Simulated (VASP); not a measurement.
# TiCo2 (Fd-3m) in VASP: a series of runs, part 2 of 2

VASP 6.6.1.

## Step 3: Single point, r2SCAN, collinear spin, ferrimagnetic start

POSCAR reads:

```
TiCo2
1.0
    0.0000000000      3.3520000000      3.3520000000
    3.3520000000      0.0000000000      3.3520000000
    3.3520000000      3.3520000000      0.0000000000
Ti Co
2 4
Direct
    0.5000000000      0.5000000000      0.5000000000
    0.7500000000      0.7500000000      0.7500000000
    0.1250000000      0.1250000000      0.1250000000
    0.6250000000      0.1250000000      0.1250000000
    0.1250000000      0.1250000000      0.6250000000
    0.1250000000      0.6250000000      0.1250000000
```

INCAR.step1 reads:

```
ALGO     = Normal         # electronic algorithm
EDIFF    = 1E-4           # SCF threshold, eV
ENCUT    = 520            # plane-wave cutoff, eV
GGA      = PE             # functional
ISMEAR   = 0              # smearing method
ISPIN    = 2              # spin polarisation
LASPH    = T              # aspherical terms in the spheres
LCHARG   = F              # write CHGCAR
LMAXMIX  = 4              # l up to which the mixer works
LREAL    = F              # projectors in reciprocal space
LWAVE    = T              # write WAVECAR
MAGMOM   = -0.73 -0.73 1.71 1.71 1.71 1.71 # initial moments
NBANDS   = 43             # bands
NELM     = 150            # most SCF steps
PREC     = Accurate       # precision mode
SIGMA    = 0.1            # smearing width, eV
```

INCAR.step2 reads:

```
ALGO     = Normal         # electronic algorithm
EDIFF    = 1E-6           # SCF threshold, eV
ENCUT    = 520            # plane-wave cutoff, eV
ISIF     = 2              # what is computed and relaxed
ISMEAR   = 0              # smearing method
ISPIN    = 2              # spin polarisation
ISTART   = 1            
LASPH    = T              # aspherical terms in the spheres
LCHARG   = T              # write CHGCAR
LELF     = T              # ELF
LMAXMIX  = 4              # l up to which the mixer works
LMIXTAU  = T            
LORBIT   = 11             # projections on sites
LREAL    = F              # projectors in reciprocal space
LVHAR    = T            
LWAVE    = F              # write WAVECAR
MAGMOM   = -0.73 -0.73 1.71 1.71 1.71 1.71 # initial moments
METAGGA  = R2SCAN         # meta-GGA
NBANDS   = 43             # bands
NELM     = 150            # most SCF steps
PREC     = Accurate       # precision mode
SIGMA    = 0.1            # smearing width, eV
```

KPOINTS reads:

```
k-points
0
Gamma
  4 4 4
```

Potentials or basis: VASP PAW PBE potentials, release 64 (Ti_sv, Co).

On the command line:

```
> cat potpaw_PBE.64/Ti_sv/POTCAR potpaw_PBE.64/Co/POTCAR > POTCAR
> cp INCAR.step1 INCAR
> mpirun -np 1 vasp_std > vasp.out
> cp INCAR.step2 INCAR
> mpirun -np 1 vasp_std > vasp.out
```

OUTCAR:

```text
EDIFF = 1E-6
   ENCUT = 520
   ISIF = 2
   ISMEAR = 0
   ISPIN = 2
   ISTART = 1
   LASPH = T
   LORBIT = 11
   LREAL = F
   METAGGA = R2SCAN
   NELM = 150
   PREC = Accurate

 ion  position               nearest neighbor table
   1  0.500  0.500  0.500-   3 2.78   5 2.78   6 2.78   3 2.78   4 2.78   5 2.78   3 2.78   4 2.78
                             6 2.78   4 2.78   5 2.78   6 2.78   2 2.90   2 2.90   2 2.90   2 2.90
   2  0.750  0.750  0.750-   4 2.78   5 2.78   6 2.78   3 2.78   4 2.78   6 2.78   3 2.78   4 2.78
                             5 2.78   3 2.78   5 2.78   6 2.78   1 2.90   1 2.90   1 2.90   1 2.90
   3  0.125  0.125  0.125-   4 2.37   5 2.37   6 2.37   5 2.37   6 2.37   4 2.37   1 2.78   2 2.78
                             1 2.78   2 2.78   1 2.78   2 2.78
   4  0.625  0.125  0.125-   3 2.37   5 2.37   6 2.37   3 2.37   5 2.37   6 2.37   2 2.78   1 2.78
                             1 2.78   2 2.78   2 2.78   1 2.78
   5  0.125  0.125  0.625-   3 2.37   3 2.37   4 2.37   6 2.37   6 2.37   4 2.37   1 2.78   2 2.78
                             1 2.78   2 2.78   1 2.78   2 2.78
   6  0.125  0.625  0.125-   3 2.37   5 2.37   3 2.37   4 2.37   5 2.37   4 2.37   2 2.78   1 2.78
                             2 2.78   2 2.78   1 2.78   1 2.78

  LATTYP: Found a face centered cubic cell.
 ALAT       =     6.7040000000

  Lattice vectors:

 A1 = (   0.0000000000,   3.3520000000,   3.3520000000)
 A2 = (   3.3520000000,   0.0000000000,   3.3520000000)
 A3 = (   3.3520000000,   3.3520000000,   0.0000000000)

Analysis of symmetry for initial positions (statically):
=====================================================================
 Subroutine PRICEL returns:
 Original cell was already a primitive cell.

 Routine SETGRP: Setting up the symmetry group for a
 face centered cubic supercell.

 Subroutine GETGRP returns: Found 48 space group operations
 (whereof 24 operations were pure point group operations)
 out of a pool of 48 trial point group operations.

The static configuration has the point symmetry T_d .
[... 180 lines left out ...]
      1     -49.1831      1.00000
      2     -49.1010      1.00000
      3     -24.4304      1.00000
      4     -24.4303      1.00000
      5     -24.4303      1.00000
      6     -24.2481      1.00000
[... 349 lines left out ...]
     41      12.5317      0.00000
     42      12.5317      0.00000
 Fermi energy:        10.1097671359

 spin component 2

 k-point     1 :       0.0000    0.0000    0.0000
  band No.  band energies     occupation
      1     -49.9147      1.00000
      2     -49.8286      1.00000
      3     -25.1718      1.00000
      4     -25.1718      1.00000
      5     -25.1718      1.00000
      6     -24.9810      1.00000
[... 349 lines left out ...]
     41      12.3776      0.00000
     42      12.3776      0.00000
 [bands above 42 left out]

------------------------ aborting loop because EDIFF is reached ----------------------------------------

  FORCE on cell =-STRESS in cart. coord.  units (eV):
  Direction    XX          YY          ZZ          XY          YZ          ZX
  --------------------------------------------------------------------------------------
  -------------------------------------------------------------------------------------
  Total       -1.0445582     -1.0445582     -1.0445582      0.0000000      0.0000000      0.0000000
  in kB      -22.2178086    -22.2178086    -22.2178086      0.0000000      0.0000000      0.0000000
  external PRESSURE =     -22.2178086 kB  Pullay stress =       0.0000000 kB

 VOLUME and BASIS-vectors are now :
 -----------------------------------------------------------------------------
  energy-cutoff  :      520.00
  volume of cell :       75.33
      direct lattice vectors                 reciprocal lattice vectors
     0.000000000  3.352000000  3.352000000    -0.149164678  0.149164678  0.149164678
     3.352000000  0.000000000  3.352000000     0.149164678 -0.149164678  0.149164678
     3.352000000  3.352000000  0.000000000     0.149164678  0.149164678 -0.149164678

 POSITION                                       TOTAL-FORCE (eV/Angst)
 -----------------------------------------------------------------------------------
      3.35200      3.35200      3.35200        -0.000000     -0.000000     -0.000000
      5.02800      5.02800      5.02800         0.000000      0.000000      0.000000
      0.83800      0.83800      0.83800         0.000000     -0.000000     -0.000000
      0.83800      2.51400      2.51400         0.000000     -0.000000     -0.000000
      2.51400      2.51400      0.83800         0.000000     -0.000000     -0.000000
      2.51400      0.83800      2.51400         0.000000     -0.000000     -0.000000
 -----------------------------------------------------------------------------------
    total drift:                                0.000000      0.000000      0.000000

  FREE ENERGIE OF THE ION-ELECTRON SYSTEM (eV)
  ---------------------------------------------------
  free  energy   TOTEN  =       -80.2189161206 eV

  energy  without entropy=      -80.1972221042  energy(sigma->0) =      -80.20806911

 total charge

# of ion       s       p       d       tot
------------------------------------------
    1        2.224   6.154   1.778  10.157
    2        2.224   6.154   1.778  10.157
    3        0.559   0.612   7.235   8.406
    4        0.559   0.612   7.235   8.406
    5        0.559   0.612   7.235   8.406
    6        0.559   0.612   7.235   8.406
--------------------------------------------------
tot          6.684  14.758  32.497  53.939

 magnetization (x)

# of ion       s       p       d       tot
------------------------------------------
    1       -0.008  -0.044  -0.582  -0.634
    2       -0.008  -0.044  -0.582  -0.634
    3        0.008  -0.034   1.441   1.415
    4        0.008  -0.034   1.441   1.415
    5        0.008  -0.034   1.441   1.415
    6        0.008  -0.034   1.441   1.415
--------------------------------------------------
tot          0.017  -0.224   4.600   4.392
```

OSZICAR.step1:

```text
N       E                     dE             d eps       ncg     rms          rms(c)
DAV:   1     0.591266644048E+03    0.59127E+03   -0.26640E+04  1376   0.183E+03
DAV:   2     0.151580376508E+02   -0.57611E+03   -0.55398E+03  1376   0.456E+02
DAV:   3    -0.472491893455E+02   -0.62407E+02   -0.58811E+02  1879   0.159E+02
DAV:   4    -0.530752446779E+02   -0.58261E+01   -0.57470E+01  2086   0.386E+01
DAV:   5    -0.533264860299E+02   -0.25124E+00   -0.25117E+00  1855   0.632E+00    0.257E+01
DAV:   6    -0.523667820180E+02    0.95970E+00   -0.60070E+01  1544   0.813E+01    0.259E+01
DAV:   7    -0.502434066045E+02    0.21234E+01   -0.45423E+01  1773   0.539E+01    0.271E+01
DAV:   8    -0.459386703714E+02    0.43047E+01   -0.14289E+01  1938   0.343E+01    0.445E+00
DAV:   9    -0.456996308064E+02    0.23904E+00   -0.68092E-01  1746   0.709E+00    0.259E+00
DAV:  10    -0.456615090403E+02    0.38122E-01   -0.36111E-01  1757   0.441E+00    0.171E+00
DAV:  11    -0.456758271804E+02   -0.14318E-01   -0.49518E-02  1827   0.174E+00    0.109E+00
DAV:  12    -0.456681999979E+02    0.76272E-02   -0.24027E-02  1689   0.130E+00    0.416E-01
DAV:  13    -0.456670681573E+02    0.11318E-02   -0.39704E-03  1833   0.431E-01    0.127E-01
DAV:  14    -0.456669468863E+02    0.12127E-03   -0.53659E-04  1395   0.150E-01    0.297E-02
DAV:  15    -0.456669480801E+02   -0.11938E-05   -0.33495E-05   706   0.529E-02
   1 F= -.45666948E+02 E0= -.45647113E+02  d E =-.396706E-01  mag=     2.3405
```

Run time: 14 min. Hardware: 1 thread of Intel Xeon 8259CL, shared host; peak memory 0.29 GiB.

Results:

* Free energy: -80.2189 eV
* Pressure: -2.2 GPa
* Net moment: 3.79 μB per cell
* Site moments: Ti -0.63; Co +1.42 μB
* Valence electrons inside the program's atomic spheres: Ti 10.16; Co 8.41

Caveat: the k points lie up to 0.41 Å⁻¹ apart; the PAW data sets were made with another functional, which shifts forces and pressure a little.

## Step 4: Single point, r2SCAN, collinear spin, ferromagnetic start

POSCAR is that of step 3.

INCAR.step1 reads:

```
SYSTEM = TiCo2
PREC = Accurate
ENCUT = 520
ISMEAR = 0
SIGMA = 0.1
LREAL = .FALSE.
LASPH = .TRUE.
NELM = 150
ISPIN = 2
MAGMOM = 0 0 3 3 3 3
LMAXMIX = 4
NBANDS = 43
GGA = PE
ALGO = Normal
EDIFF = 1E-4
LWAVE = .TRUE.
LCHARG = .FALSE.
```

INCAR.step2 reads:

```
SYSTEM = TiCo2
PREC = Accurate
ENCUT = 520
EDIFF = 1E-6
ISMEAR = 0
SIGMA = 0.1
LREAL = .FALSE.
LASPH = .TRUE.
NELM = 150
ALGO = Normal
ISIF = 2
LWAVE = .FALSE.
LCHARG = .TRUE.
ISPIN = 2
MAGMOM = 0 0 3 3 3 3
LORBIT = 11
LMAXMIX = 4
METAGGA = R2SCAN
LMIXTAU = .TRUE.
LELF = .TRUE.
LVHAR = .TRUE.
NBANDS = 43
ISTART = 1
```

KPOINTS reads:

```
regular mesh
0
G
  6 6 6
  0 0 0
```

On the command line:

```
> cat potpaw_PBE.64/Ti_sv/POTCAR potpaw_PBE.64/Co/POTCAR > POTCAR
> cp INCAR.step1 INCAR
> mpirun -np 1 vasp_std > vasp.out
> cp INCAR.step2 INCAR
> mpirun -np 1 vasp_std > vasp.out
```

Wall time 24 min (1 thread of Intel Xeon 8259CL, shared host); peak memory 0.31 GiB.

The run converged. Its results:

* Free energy: -79.5132 eV
* Pressure: -10.9 GPa
* Band gap on the k mesh: zero (filled and empty bands overlap)
* Net moment: 0.00 μB per cell
* Valence electrons inside the program's atomic spheres: Ti 10.12; Co 8.45

Levels at points of the mesh, in eV from the Fermi level:
Spin up:
| k point | band 26 | band 27 | band 28 | band 29 | band 30 | band 31 | band 32 | band 33 | band 34 | band 35 |
| --- | --- | --- | --- | --- | --- | --- | --- | --- | --- | --- |
| (0.00, 0.00, 0.00) | -0.78 | -0.64 | -0.64 | -0.58 | -0.58 | -0.58 | 0.82 | 0.82 | 0.82 | 1.05 |
| (0.50, 0.00, 0.00) | -0.64 | -0.63 | -0.40 | -0.40 | 0.21 | 0.21 | 0.54 | 0.54 | 0.82 | 0.89 |
| (0.50, 0.50, 0.00) | -1.68 | -0.53 | -0.53 | -0.53 | -0.53 | -0.03 | -0.03 | 0.92 | 0.92 | 1.59 |
Spin down:
```
           k point  band 27  band 28  band 29  band 30  band 31  band 32  band 33  band 34
(0.00, 0.00, 0.00)    -0.64    -0.64    -0.57    -0.57    -0.57     0.82     0.82     0.82
(0.50, 0.00, 0.00)    -0.63    -0.39    -0.39     0.21     0.21     0.54     0.54     0.82
(0.50, 0.50, 0.00)    -0.53    -0.53    -0.52    -0.52    -0.03    -0.03     0.92     0.92
```

Caveat: the cell stands under tension; the moments typed at the start vanished in this run; the PAW data sets were made with another functional, which shifts forces and pressure a little.

## Step 5: Single point, r2SCAN, collinear spin, ferrimagnetic start

POSCAR is that of step 4.

INCAR.step1 reads:

```
  ALGO = Normal
  EDIFF = 1E-4
  ENCUT = 520
  GGA = PE
  ISMEAR = 0
  ISPIN = 2
  LASPH = T
  LCHARG = F
  LMAXMIX = 4
  LREAL = F
  LWAVE = T
  MAGMOM = -0.73 -0.73 1.71 1.71 1.71 1.71
  NBANDS = 43
  NELM = 150
  PREC = Accurate
  SIGMA = 0.1
```

INCAR.step2 reads:

```
  ALGO = Normal
  EDIFF = 1E-6
  ENCUT = 520
  ISIF = 2
  ISMEAR = 0
  ISPIN = 2
  ISTART = 1
  LASPH = T
  LCHARG = F
  LMAXMIX = 4
  LMIXTAU = T
  LORBIT = 11
  LREAL = F
  LWAVE = F
  MAGMOM = -0.73 -0.73 1.71 1.71 1.71 1.71
  METAGGA = R2SCAN
  NBANDS = 43
  NELM = 150
  PREC = Accurate
  SIGMA = 0.1
```

KPOINTS reads:

```
k-points
0
Gamma
  6 6 6
```

Potentials or basis: VASP PAW PBE potentials, release 64 (Ti_sv, Co).

On the command line:

```
> cat potpaw_PBE.64/Ti_sv/POTCAR potpaw_PBE.64/Co/POTCAR > POTCAR
> cp INCAR.step1 INCAR
> mpirun -np 1 vasp_std > vasp.out
> cp INCAR.step2 INCAR
> mpirun -np 1 vasp_std > vasp.out
```

OUTCAR:

```text
EDIFF = 1E-6
   ENCUT = 520
   ISIF = 2
   ISMEAR = 0
   ISPIN = 2
   ISTART = 1
   LASPH = T
   LORBIT = 11
   LREAL = F
   METAGGA = R2SCAN
   NELM = 150
   PREC = Accurate

 ion  position               nearest neighbor table
   1  0.500  0.500  0.500-   3 2.78   5 2.78   6 2.78   3 2.78   4 2.78   5 2.78   3 2.78   4 2.78
                             6 2.78   4 2.78   5 2.78   6 2.78   2 2.90   2 2.90   2 2.90   2 2.90
   2  0.750  0.750  0.750-   4 2.78   5 2.78   6 2.78   3 2.78   4 2.78   6 2.78   3 2.78   4 2.78
                             5 2.78   3 2.78   5 2.78   6 2.78   1 2.90   1 2.90   1 2.90   1 2.90
   3  0.125  0.125  0.125-   4 2.37   5 2.37   6 2.37   5 2.37   6 2.37   4 2.37   1 2.78   2 2.78
                             1 2.78   2 2.78   1 2.78   2 2.78
   4  0.625  0.125  0.125-   3 2.37   5 2.37   6 2.37   3 2.37   5 2.37   6 2.37   2 2.78   1 2.78
                             1 2.78   2 2.78   2 2.78   1 2.78
   5  0.125  0.125  0.625-   3 2.37   3 2.37   4 2.37   6 2.37   6 2.37   4 2.37   1 2.78   2 2.78
                             1 2.78   2 2.78   1 2.78   2 2.78
   6  0.125  0.625  0.125-   3 2.37   5 2.37   3 2.37   4 2.37   5 2.37   4 2.37   2 2.78   1 2.78
                             2 2.78   2 2.78   1 2.78   1 2.78

  LATTYP: Found a face centered cubic cell.
 ALAT       =     6.7040000000

  Lattice vectors:

 A1 = (   0.0000000000,   3.3520000000,   3.3520000000)
 A2 = (   3.3520000000,   0.0000000000,   3.3520000000)
 A3 = (   3.3520000000,   3.3520000000,   0.0000000000)

Analysis of symmetry for initial positions (statically):
=====================================================================
 Subroutine PRICEL returns:
 Original cell was already a primitive cell.

 Routine SETGRP: Setting up the symmetry group for a
 face centered cubic supercell.

 Subroutine GETGRP returns: Found 48 space group operations
 (whereof 24 operations were pure point group operations)
 out of a pool of 48 trial point group operations.

The static configuration has the point symmetry T_d .
[... 190 lines left out ...]
      1     -49.8806      1.00000
      2     -49.7978      1.00000
      3     -25.1201      1.00000
      4     -25.1201      1.00000
      5     -25.1201      1.00000
      6     -24.9365      1.00000
[... 709 lines left out ...]
     41      12.1966      0.00000
     42      12.1966      0.00000
 Fermi energy:         9.7529714196

 spin component 2

 k-point     1 :       0.0000    0.0000    0.0000
  band No.  band energies     occupation
      1     -49.8813      1.00000
      2     -49.7984      1.00000
      3     -25.1208      1.00000
      4     -25.1207      1.00000
      5     -25.1207      1.00000
      6     -24.9372      1.00000
[... 709 lines left out ...]
     41      12.1960      0.00000
     42      12.1961      0.00000
 [bands above 42 left out]

------------------------ aborting loop because EDIFF is reached ----------------------------------------

  FORCE on cell =-STRESS in cart. coord.  units (eV):
  Direction    XX          YY          ZZ          XY          YZ          ZX
  --------------------------------------------------------------------------------------
  -------------------------------------------------------------------------------------
  Total       -5.2677539     -5.2677539     -5.2677539      0.0000000      0.0000000     -0.0000000
  in kB     -112.0453999   -112.0453999   -112.0453999      0.0000000      0.0000000     -0.0000000
  external PRESSURE =    -112.0453999 kB  Pullay stress =       0.0000000 kB

 VOLUME and BASIS-vectors are now :
 -----------------------------------------------------------------------------
  energy-cutoff  :      520.00
  volume of cell :       75.33
      direct lattice vectors                 reciprocal lattice vectors
     0.000000000  3.352000000  3.352000000    -0.149164678  0.149164678  0.149164678
     3.352000000  0.000000000  3.352000000     0.149164678 -0.149164678  0.149164678
     3.352000000  3.352000000  0.000000000     0.149164678  0.149164678 -0.149164678

 POSITION                                       TOTAL-FORCE (eV/Angst)
 -----------------------------------------------------------------------------------
      3.35200      3.35200      3.35200        -0.000000     -0.000000     -0.000000
      5.02800      5.02800      5.02800         0.000000      0.000000      0.000000
      0.83800      0.83800      0.83800         0.000000      0.000000      0.000000
      0.83800      2.51400      2.51400         0.000000      0.000000      0.000000
      2.51400      2.51400      0.83800         0.000000     -0.000000      0.000000
      2.51400      0.83800      2.51400         0.000000     -0.000000      0.000000
 -----------------------------------------------------------------------------------
    total drift:                                0.000000      0.000000      0.000000

  FREE ENERGIE OF THE ION-ELECTRON SYSTEM (eV)
  ---------------------------------------------------
  free  energy   TOTEN  =       -79.5132438168 eV

  energy  without entropy=      -79.4640360813  energy(sigma->0) =      -79.48863995

 total charge

# of ion       s       p       d       tot
------------------------------------------
    1        2.213   6.151   1.762  10.126
    2        2.213   6.151   1.762  10.126
    3        0.556   0.578   7.310   8.444
    4        0.556   0.578   7.310   8.444
    5        0.556   0.578   7.310   8.444
    6        0.556   0.578   7.310   8.444
--------------------------------------------------
tot          6.650  14.613  32.764  54.027

 magnetization (x)

# of ion       s       p       d       tot
------------------------------------------
    1       -0.000  -0.000  -0.000  -0.000
    2       -0.000  -0.000  -0.000  -0.000
    3        0.000  -0.000   0.000   0.000
    4        0.000  -0.000   0.000   0.000
    5        0.000  -0.000   0.000   0.000
    6        0.000  -0.000   0.000   0.000
--------------------------------------------------
tot         -0.000  -0.000   0.000  -0.000
```

Run time: 30 min. Hardware: 1 thread of Intel Xeon 8259CL, shared host; peak memory 0.32 GiB.

What came out:

| Item | Value |
| --- | --- |
| Free energy | -79.5132 eV |
| Pressure | -11.2 GPa |
| Band gap on the k mesh | zero (filled and empty bands overlap) |
| Net moment | 0.00 μB per cell |
| Valence electrons inside the program's atomic spheres | Ti 10.13; Co 8.44 |

Levels at points of the mesh, in eV from the Fermi level:
Spin up:
```tsv
k point	band 28	band 29	band 30	band 31	band 32	band 33
(0.00, 0.00, 0.00)	-0.64	-0.57	-0.57	-0.57	0.82	0.82
(0.50, 0.00, 0.00)	-0.39	-0.39	0.21	0.21	0.54	0.54
(0.50, 0.50, 0.00)	-0.53	-0.53	-0.53	-0.03	-0.03	0.92
```
Spin down:
```
           k point  band 27  band 28  band 29  band 30  band 31  band 32  band 33  band 34
(0.00, 0.00, 0.00)    -0.64    -0.64    -0.57    -0.57    -0.57     0.82     0.82     0.82
(0.50, 0.00, 0.00)    -0.63    -0.40    -0.40     0.21     0.21     0.54     0.54     0.82
(0.50, 0.50, 0.00)    -0.53    -0.53    -0.53    -0.53    -0.03    -0.03     0.92     0.92
```

Caveat: the cell stands under tension; the moments typed at the start vanished in this run; the PAW data sets were made with another functional, which shifts forces and pressure a little.
